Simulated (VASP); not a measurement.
Input of a VASP 6.6.1 run:

File POSCAR:

```
KCl
1.0
    0.0838626217      3.2287109339      3.2287109339
    3.2287109339      0.0838626217      3.2287109339
    3.2287109339      3.2287109339      0.0838626217
K Cl
1 1
Direct
    0.0000000000      0.0000000000      0.0000000000
    0.5000000000      0.5000000000      0.5000000000
```

File INCAR.step1:

```
  PREC = Accurate
  ENCUT = 520
  ISMEAR = 0
  SIGMA = 0.01
  LREAL = F
  LASPH = T
  NELM = 80
  NBANDS = 15
  GGA = PE
  ALGO = Normal
  EDIFF = 1E-4
  LWAVE = T
  LCHARG = F
```

Contents of INCAR.step2:

```
  PREC = Accurate
  ENCUT = 520
  EDIFF = 1E-6
  ISMEAR = 0
  SIGMA = 0.01
  LREAL = F
  LASPH = T
  NELM = 80
  ALGO = Normal
  ISIF = 2
  LWAVE = F
  LCHARG = F
  METAGGA = R2SCAN
  LMIXTAU = T
  NBANDS = 15
  ISTART = 1
```

The input KPOINTS:

```
Automatic mesh
0
Gamma
  8 8 8
```

Potentials or basis: VASP PAW PBE potentials, release 64 (K_sv, Cl).

Launch:

```sh
$ cat potpaw_PBE.64/K_sv/POTCAR potpaw_PBE.64/Cl/POTCAR > POTCAR
$ cp INCAR.step1 INCAR
$ mpirun -np 1 vasp_std > vasp.out
$ cp INCAR.step2 INCAR
$ mpirun -np 1 vasp_std > vasp.out
```

What does it give for the band gap on the k mesh?

5.66 eV.

Estimate the pressure.

-0.7 GPa.

Stress tensor (GPa, compression positive):
```
-0.70 -0.19 -0.19
-0.19 -0.70 -0.19
-0.19 -0.19 -0.70
```

Caveat: the cell differs from its parent crystal (strain along [111] +4.0%); the PAW data sets were made with another functional, which shifts forces and pressure a little. A k mesh can miss the band edges.
